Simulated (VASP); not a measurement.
# WS2 (P6_3/mmc) in VASP: single point with PBE

Aim: the single point of WS2 with PBE.

Program: VASP 6.6.1. These are calculated values, not measurements. Logs are shortened: lines on timing, memory, paths and dates and some standing lists are left out, and cuts for length are marked.

### Step 1. The cell of the first run

Symmetry: P6_3/mmc, No. 194, hexagonal system. The conventional cell has a = 3.180 Å, b = 3.180 Å, c = 12.500 Å, α = 90.00°, β = 90.00°, γ = 120.00°. Within 3.2 Å of W (site symmetry -6m2) lie 6 S at 2.41 Å and 6 W at 3.18 Å. S (site symmetry 3m) has 3 W at 2.41 Å and 7 S at 3.14 to 3.18 Å within 3.2 Å.

### Step 2. Single point, PBE, collinear spin

INCAR reads:

```
SYSTEM = WS2
  ALGO = Normal
  EDIFF = 1E-6
  ENCUT = 520
  GGA = PE
  ISIF = 2
  ISMEAR = -1
  ISPIN = 2
  LASPH = .True.
  LCHARG = .True.
  LELF = .True.
  LMAXMIX = 4
  LORBIT = 11
  LREAL = .False.
  LVHAR = .True.
  LWAVE = .False.
  MAGMOM = 2 2 0 0 0 0
  NBANDS = 39
  NELM = 150
  PREC = Accurate
  SIGMA = 0.02
```

KPOINTS reads:

```
k-points
0
Gamma
  11 11 3
  0 0 0
```

POSCAR reads:

```
WS2
1.0
    3.1800000000      0.0000000000      0.0000000000
   -1.5900000000      2.7539607840      0.0000000000
    0.0000000000      0.0000000000     12.5000000000
W S
2 4
Direct
    0.3333333333      0.6666666667      0.2500000000
    0.6666666667      0.3333333333      0.7500000000
    0.3333333333      0.6666666667      0.6244923889
    0.6666666667      0.3333333333      0.1244923889
    0.3333333333      0.6666666667      0.8755076111
    0.6666666667      0.3333333333      0.3755076111
```

Potentials or basis: VASP PAW PBE potentials, release 64 (W_sv, S).

Run with:

```console
$ cat potpaw_PBE.64/W_sv/POTCAR potpaw_PBE.64/S/POTCAR > POTCAR
$ mpirun -np 1 vasp_std > vasp.out
```

OUTCAR:

```text
SYSTEM = WS2
   EDIFF = 1E-6
   ENCUT = 520
   GGA = PE
   ISIF = 2
   ISMEAR = -1
   ISPIN = 2
   LASPH = .True.
   LORBIT = 11
   LREAL = .False.
   NELM = 150
   PREC = Accurate

 ion  position               nearest neighbor table
   1  0.333  0.667  0.250-   4 2.41   6 2.41   4 2.41   6 2.41   4 2.41   6 2.41
   2  0.667  0.333  0.750-   3 2.41   5 2.41   3 2.41   5 2.41   3 2.41   5 2.41
   3  0.333  0.667  0.624-   2 2.41   2 2.41   2 2.41
   4  0.667  0.333  0.124-   1 2.41   1 2.41   1 2.41
   5  0.333  0.667  0.876-   2 2.41   2 2.41   2 2.41
   6  0.667  0.333  0.376-   1 2.41   1 2.41   1 2.41

  LATTYP: Found a hexagonal cell.
 ALAT       =     3.1800000000
 C/A-ratio  =     3.9308176101

  Lattice vectors:

 A1 = (   3.1800000000,   0.0000000000,   0.0000000000)
 A2 = (  -1.5900000000,   2.7539607840,   0.0000000000)
 A3 = (   0.0000000000,   0.0000000000,  12.5000000000)

Analysis of symmetry for initial positions (statically):
=====================================================================
 Subroutine PRICEL returns:
 Original cell was already a primitive cell.

 Routine SETGRP: Setting up the symmetry group for a
 hexagonal supercell.

 Subroutine GETGRP returns: Found 24 space group operations
 (whereof 12 operations were pure point group operations)
 out of a pool of 24 trial point group operations.

The static configuration has the point symmetry D_3d.
 The point group associated with its full space group is D_6h.

Analysis of symmetry for dynamics (positions and initial velocities):
=====================================================================
 Subroutine PRICEL returns:
 Original cell was already a primitive cell.

 Routine SETGRP: Setting up the symmetry group for a
 hexagonal supercell.

 Subroutine GETGRP returns: Found 24 space group operations
 (whereof 12 operations were pure point group operations)
 out of a pool of 24 trial point group operations.

The dynamic configuration has the point symmetry D_3d.
 The point group associated with its full space group is D_6h.

Analysis of structural, dynamic, and magnetic symmetry:
=====================================================================
 Subroutine PRICEL returns:
 Original cell was already a primitive cell.

 Routine SETGRP: Setting up the symmetry group for a
 hexagonal supercell.

 Subroutine GETGRP returns: Found 24 space group operations
 (whereof 12 operations were pure point group operations)
 out of a pool of 24 trial point group operations.

The overall configuration has the point symmetry D_3d.
 The point group associated with its full space group is D_6h.

 Subroutine INISYM returns: Found 24 space group operations
 (whereof 12 operations are pure point group operations),
 and found     1 'primitive' translations

----------------------------------------------------------------------------------------

                                     Primitive cell

  volume of cell :     109.4699

  direct lattice vectors                    reciprocal lattice vectors
     3.180000000  0.000000000  0.000000000     0.314465409  0.181556688  0.000000000
    -1.590000000  2.753960784  0.000000000     0.000000000  0.363113377  0.000000000
     0.000000000  0.000000000 12.500000000     0.000000000  0.000000000  0.080000000

  length of vectors
     3.180000000  3.180000000 12.500000000     0.363113377  0.363113377  0.080000000

  position of ions in fractional coordinates (direct lattice)
     0.333333333  0.666666667  0.250000000
     0.666666667  0.333333333  0.750000000
     0.333333333  0.666666667  0.624492389
     0.666666667  0.333333333  0.124492389
     0.333333333  0.666666667  0.875507611
     0.666666667  0.333333333  0.375507611

  ion indices of the primitive-cell ions
   primitive index   ion index
                 1           1
                 2           2
                 3           3
                 4           4
                 5           5
                 6           6

----------------------------------------------------------------------------------------

 KPOINTS: k-points

Automatic generation of k-mesh.
 Grid dimensions read from file:
 generate k-points for:   11   11    3

 Generating k-lattice:

  Cartesian coordinates                     Fractional coordinates (reciprocal lattice)
     0.028587764  0.016505153  0.000000000     0.090909091  0.000000000  0.000000000
     0.000000000  0.033010307  0.000000000     0.000000000  0.090909091  0.000000000
     0.000000000  0.000000000  0.026666667     0.000000000  0.000000000  0.333333333

  Length of vectors
     0.033010307  0.033010307  0.026666667

  Shift w.r.t. Gamma in fractional coordinates (k-lattice)
     0.000000000  0.000000000  0.000000000

 Subroutine IBZKPT returns following result:
 ===========================================

 Found     32 irreducible k-points:

 Following reciprocal coordinates:
            Coordinates               Weight
  0.000000  0.000000  0.000000      1.000000
  0.090909 -0.000000  0.000000      6.000000
  0.181818 -0.000000  0.000000      6.000000
  0.272727 -0.000000  0.000000      6.000000
  0.363636 -0.000000  0.000000      6.000000
  0.454545 -0.000000  0.000000      6.000000
[... 16 lines left out ...]
  0.090909  0.090909  0.333333     12.000000
  0.181818  0.090909  0.333333     24.000000
 [... further k-points ...]
   k-points           NKPTS =     32   k-points in BZ     NKDIM =     32   number of bands    NBANDS=     39
   number of dos      NEDOS =    301   number of ions     NIONS =      6
   total plane-waves  NPLWV =  55296
   dimension x,y,z NGX =    24 NGY =   24 NGZ =   96
   dimension x,y,z NGXF=    48 NGYF=   48 NGZF=  192
   ions per type =               2   4
   NGX,Y,Z   is equivalent  to a cutoff of  12.55, 12.55, 12.77 a.u.
   NGXF,Y,Z  is equivalent  to a cutoff of  25.09, 25.09, 25.54 a.u.
 SYSTEM =  WS2
   PREC   = accura    normal or accurate (medium, high low for compatibility)
   ISTART =      0    job   : 0-new  1-cont  2-samecut
   ICHARG =      2    charge: 1-file 2-atom 10-const
   ISPIN  =      2    spin polarized calculation?
   LNONCOLLINEAR =      F non collinear calculations
   LSORBIT =      F    spin-orbit coupling
   LASPH  =      T    aspherical Exc in radial PAW
   ENCUT  =  520.0 eV  38.22 Ry    6.18 a.u.   5.91  5.91 23.24*2*pi/ulx,y,z
   NELM   =    150;   NELMIN=  2; NELMDL= -5     # of ELM steps
   EDIFF  = 0.1E-05   stopping-criterion for ELM
   LREAL  =      F    real-space projection
[... 7 lines left out ...]
   TEBEG  =    0.0;   TEEND  =   0.0 temperature during run
   PSTRESS=    0.0 pullay stress
   NELECT =      52.0000    total number of electrons
   NUPDOWN=      -1.0000    fix difference up-down
   EMIN   =  10.00;   EMAX   =-10.00  energy-range for DOS
   EFERMI =   0.00;   METHOD = LEGACY
   ISMEAR =    -1;   SIGMA  =   0.02  broadening in eV -4-tet -1-fermi 0-gaus
   EFERMI_NEDOS =   21; number of points for ismear=-14 and -15
   IALGO  =     38    algorithm
   IMIX   =      4    mixing-type and parameters
     AMIX     =   0.40;   BMIX     =  1.00
     AMIX_MAG =   1.60;   BMIX_MAG =  1.00
  volume/ion in A,a.u.               =      18.24       123.12
  Fermi-wavevector in a.u.,A,eV,Ry     =   1.277353  2.413847 22.199688  1.631631
  Thomas-Fermi vector in A             =   2.409958
   LORBIT       =     11    0 simple, 1 ext, 2 COOP (PROOUT), +10 PAW based schemes
   GGA     = PE    functional components
   LHFCALC =     F    Hartree Fock is set to
   AEXX    =    0.0000 exact exchange contribution
   IVDW    =     0    specifies the selected vdW correction
   LEPSILON=     F    determine dielectric tensor
   LRPA    =     F    only Hartree local field effects (RPA)
 spin polarized calculation
  energy-cutoff  :      520.00
  volume of cell :      109.47
 maximum number of plane-waves:      2978
 NGX is ok and might be reduce to    24
   NGX = 11   NGY = 11   NGZ = 47

 number of electron      52.0000006 magnetization       0.0012427

 Free energy of the ion-electron system (eV)
  ---------------------------------------------------
  ext. energy  EPLUGINS =         0.00000000
  ---------------------------------------------------
  free energy    TOTEN  =       -47.28273491 eV

  energy without entropy =      -47.28273491  energy(sigma->0) =      -47.28273491

 E-fermi :   7.5426     XC(G=0): -10.7817

 val. band max:        7.1030224998   @ k =   0.0000   0.0000   0.0000
 cond. band min:       8.1631450230   @ k =   0.1818   0.1818   0.0000
 fundamental gap:      1.0601225232
 Fermi energy:         7.5425844150

 spin component 1

 k-point     1 :       0.0000    0.0000    0.0000
  band No.  band energies     occupation
      1     -67.5208      1.00000
      2     -67.5208      1.00000
      3     -31.7573      1.00000
      4     -31.7573      1.00000
      5     -31.6066      1.00000
      6     -31.6066      1.00000
[... 30 lines left out ...]
     37      14.9373      0.00000
     38      15.3929      0.00000

 k-point     2 :       0.0909   -0.0000    0.0000
  band No.  band energies     occupation
      1     -67.5194      1.00000
      2     -67.5194      1.00000
      3     -31.7524      1.00000
      4     -31.7524      1.00000
      5     -31.6337      1.00000
      6     -31.6337      1.00000
[... 30 lines left out ...]
     37      15.4523      0.00000
     38      15.4638      0.00000
[... 859 lines left out ...]
     37      15.5081      0.00000
     38      15.7987      0.00000

 k-point    24 :       0.1818    0.0909    0.3333
  band No.  band energies     occupation
      1     -67.5128      1.00000
      2     -67.5128      1.00000
      3     -31.7604      1.00000
      4     -31.7604      1.00000
      5     -31.7283      1.00000
      6     -31.7283      1.00000
[... 30 lines left out ...]
     37      15.4859      0.00000
     38      15.6495      0.00000

 [... further k-points ...]

 spin component 2

 k-point     1 :       0.0000    0.0000    0.0000
  band No.  band energies     occupation
      1     -67.5208      1.00000
      2     -67.5207      1.00000
      3     -31.7572      1.00000
      4     -31.7572      1.00000
      5     -31.6065      1.00000
      6     -31.6065      1.00000
[... 30 lines left out ...]
     37      14.9376      0.00000
     38      15.3932      0.00000

 k-point     2 :       0.0909   -0.0000    0.0000
  band No.  band energies     occupation
      1     -67.5194      1.00000
      2     -67.5194      1.00000
      3     -31.7524      1.00000
      4     -31.7523      1.00000
      5     -31.6337      1.00000
      6     -31.6337      1.00000
[... 30 lines left out ...]
     37      15.4526      0.00000
     38      15.4641      0.00000
[... 859 lines left out ...]
     37      15.5084      0.00000
     38      15.7990      0.00000

 k-point    24 :       0.1818    0.0909    0.3333
  band No.  band energies     occupation
      1     -67.5128      1.00000
      2     -67.5128      1.00000
      3     -31.7603      1.00000
      4     -31.7603      1.00000
      5     -31.7282      1.00000
      6     -31.7282      1.00000
[... 30 lines left out ...]
     37      15.4862      0.00000
     38      15.6498      0.00000

 [... further k-points ...]

 [bands above 38 left out]

------------------------ aborting loop because EDIFF is reached ----------------------------------------

  FORCE on cell =-STRESS in cart. coord.  units (eV):
  Direction    XX          YY          ZZ          XY          YZ          ZX
  --------------------------------------------------------------------------------------
  -------------------------------------------------------------------------------------
  Total        0.8245981      0.8245981      1.6023559      0.0000000      0.0000000      0.0000000
  in kB       12.0686319     12.0686319     23.4517185      0.0000000      0.0000000      0.0000000
  external PRESSURE =      15.8629941 kB  Pullay stress =       0.0000000 kB

 VOLUME and BASIS-vectors are now :
 -----------------------------------------------------------------------------
  energy-cutoff  :      520.00
  volume of cell :      109.47
      direct lattice vectors                 reciprocal lattice vectors
     3.180000000  0.000000000  0.000000000     0.314465409  0.181556688  0.000000000
    -1.590000000  2.753960784  0.000000000     0.000000000  0.363113377  0.000000000
     0.000000000  0.000000000 12.500000000     0.000000000  0.000000000  0.080000000

 POSITION                                       TOTAL-FORCE (eV/Angst)
 -----------------------------------------------------------------------------------
     -0.00000      1.83597      3.12500        -0.000000      0.000000      0.000000
      1.59000      0.91799      9.37500         0.000000      0.000000      0.000000
     -0.00000      1.83597      7.80615         0.000000      0.000000     -0.003158
      1.59000      0.91799      1.55615         0.000000     -0.000000     -0.003158
     -0.00000      1.83597     10.94385        -0.000000      0.000000      0.003158
      1.59000      0.91799      4.69385         0.000000     -0.000000      0.003158
 -----------------------------------------------------------------------------------
    total drift:                               -0.000000      0.000000     -0.000000

  FREE ENERGIE OF THE ION-ELECTRON SYSTEM (eV)
  ---------------------------------------------------
  free  energy   TOTEN  =       -47.2827349117 eV

  energy  without entropy=      -47.2827349117  energy(sigma->0) =      -47.28273491

 total charge

# of ion       s       p       d       tot
------------------------------------------
    1        2.319   6.323   3.367  12.010
    2        2.319   6.323   3.367  12.010
    3        1.359   2.362   0.000   3.721
    4        1.359   2.362   0.000   3.721
    5        1.359   2.362   0.000   3.721
    6        1.359   2.362   0.000   3.721
--------------------------------------------------
tot         10.075  22.093   6.735  38.903

 magnetization (x)

# of ion       s       p       d       tot
------------------------------------------
    1        0.000   0.000  -0.000  -0.000
    2        0.000   0.000  -0.000  -0.000
    3       -0.000  -0.000   0.000  -0.000
    4       -0.000  -0.000   0.000  -0.000
    5       -0.000  -0.000   0.000  -0.000
    6       -0.000  -0.000   0.000  -0.000
--------------------------------------------------
tot         -0.000  -0.000  -0.000  -0.000
```

Run time: 3.3 min. Hardware: 1 thread of Intel Xeon Platinum 8375C at 2.90GHz (Ice Lake), shared host; peak memory 0.38 GiB.

What came out:

- Free energy: -47.2827 eV
- Pressure: 1.6 GPa
- Largest force: 0.003 eV/Å
- Band gap on the k mesh: 1.06 eV (least direct gap 2.01 eV)
- Net moment: 0.00 μB per cell
- Valence electrons inside the program's atomic spheres: W 12.01; S 3.72

Forces on the atoms (eV/Å):
```
W    0.000  0.000  0.000
W    0.000  0.000  0.000
S    0.000  0.000 -0.003
S    0.000  0.000 -0.003
S    0.000  0.000  0.003
S    0.000  0.000  0.003
```

Stress tensor (GPa, compression positive):
```
1.21 0.00 0.00
0.00 1.21 0.00
0.00 0.00 2.35
```

Caveat: spin-orbit coupling is left out, which moves the levels of the heavy elements; an odd mesh through Γ misses points on the zone boundary, where band edges can lie; this functional lacks dispersion, which binds the layers, so the pressure and a relaxed spacing across them are unreliable.
